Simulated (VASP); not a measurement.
Runs of VASP 6.6.1 on BeS. The structure is that of space group Fm-3m (No. 225), or close to it. The cells are those of the table. 

```csv
task,cell,k mesh,cutoff (eV),smearing,gap on the mesh (eV),pressure (GPa)
single point,"a = 3.259 Å, angles 60.0°, 2 atoms",6 × 6 × 6,600,gaussian 0.1 eV,(a),1.6
relaxation of cell and atoms,"relaxed from a = 3.259 Å, angles 60.0°, 2 atoms",10 × 10 × 10,600,gaussian 0.02 eV,1.03,0.0
single point,"a = 3.273 Å, angles 60.0°, 2 atoms",10 × 10 × 10,600,gaussian 0.02 eV,1.03,0.0
single point,"a = 3.273 Å, angles 60.0°, 2 atoms",10 × 10 × 10,520,gaussian 0.02 eV,1.03,-0.1
```

Alike in all rows: level PBE; potentials or basis VASP PAW PBE potentials, release 64 (Be, S); no spin polarisation.

**Question.** Estimate the missing entries.

**Answer.** (a) 0.99.

A k mesh can miss the band edges.
